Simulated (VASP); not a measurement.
A run of VASP 6.6.1:

The input INCAR:

```
SYSTEM = Ti
PREC = Accurate
ENCUT = 520
EDIFF = 1E-6
ISMEAR = 0
SIGMA = 0.15
LREAL = .False.
LASPH = .True.
NELM = 100
ALGO = Normal
ISIF = 2
LWAVE = .False.
LCHARG = .True.
GGA = PE
LELF = .True.
LVHAR = .True.
NBANDS = 12
```

File KPOINTS:

```
regular mesh
0
Gamma
  20 20 20
  0 0 0
```

Contents of POSCAR:

```
Ti
1.0
    0.0000000000      2.0516248940      1.8991891644
    2.0516248940      0.0000000000      1.8991891644
    2.0516248940      2.0516248940      0.0000000000
Ti
1
Direct
    0.0000000000      0.0000000000      0.0000000000
```

Potentials or basis: VASP PAW PBE potentials, release 64 (Ti_sv).

The run is started by

```bash
$ cat potpaw_PBE.64/Ti_sv/POTCAR > POTCAR
$ mpirun -np 1 vasp_std > vasp.out
```

Hardware: 1 thread of Intel(R) Xeon(R) 6975P-C (Granite Rapids), with other jobs on the host.

**Question.** How long does it take, and how much memory?

**Answer.** It took 43 s on 1 thread of Intel(R) Xeon(R) 6975P-C (Granite Rapids) (shared host), peak memory 0.23 GiB. Counts: scf iterations 12, k points 641.
